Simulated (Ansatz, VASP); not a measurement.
## Two plane-wave programs on RbBr

INCAR

```
SYSTEM = RbBr
PREC = Accurate ; ENCUT = 520
EDIFF = 1E-6 ; ISMEAR = -1
SIGMA = 0.02 ; LREAL = .False.
LASPH = .True. ; NELM = 80
ALGO = Normal ; ISIF = 2
LWAVE = .False. ; LCHARG = .False.
GGA = PE ; NBANDS = 15
```

The input KPOINTS:

```
Automatic mesh
0
Gamma
  6 6 6
  0 0 0
```

Contents of POSCAR:

```
RbBr
1.0
    0.0000000000      3.4608261073      3.4608261073
    3.2708267540      0.0000000000      3.4608261073
    3.2708267540      3.4608261073      0.0000000000
Rb Br
1 1
Direct
    0.0000000000      0.0000000000      0.0000000000
    0.5000000000      0.5000000000      0.5000000000
```

Input for Ansatz:

```yaml
crystal:
  lattice:
    - [0.0, 3.4608261073, 3.4608261073]
    - [3.270826754, 0.0, 3.4608261073]
    - [3.270826754, 3.4608261073, 0.0]
  atoms:
    - { symbol: Rb, position: [0.0, 0.0, 0.0] }
    - { symbol: Br, position: [0.5, 0.5, 0.5] }
kpoints:
  mp_grid: { grid: [6, 6, 6] }
  band_path:
    path:
      - [0.0, 0.0, 0.0]
      - [0.5, 0.0, 0.5]
      - [0.625, 0.25, 0.625]
      - [0.375, 0.375, 0.75]
      - [0.5, 0.5, 0.5]
      - [0.5, 0.25, 0.75]
    npoints: 1
hamiltonian:
  xc: pbe
scf:
  occupations: { method: fermi_dirac, width: 0.02 }
  n_extra_bands: 4
output:
  forces: true
  stress: true
  eigenvalues: true
```

Change from the starting cell: uniaxial_x strain -5.5%.

Alike in both runs: task single point; functional PBE; k mesh 6 × 6 × 6; occupations fermi-dirac, width 0.02 eV; no spin polarisation.

|  | VASP | Ansatz |
| --- | --- | --- |
| version | VASP 6.6.1 | Ansatz 0.2.0 |
| potentials or method | VASP PAW PBE potentials, release 64 (Rb_sv, Br) | plane waves, PAW |
| plane-wave cutoff (eV) | 520 | 420 |
| valence electrons in the cell | 16 | 16 |

|  | VASP | Ansatz | Ansatz less VASP |
| --- | --- | --- | --- |
| gap on the k mesh at the Fermi level (eV) | 4.36 | 4.36 | +0.004 |
| pressure (GPa) | 1.7 | 1.6 | -0.03 |
| traceless stress, the component that is largest in VASP (GPa) | 1.64 | 1.62 | -0.018 |
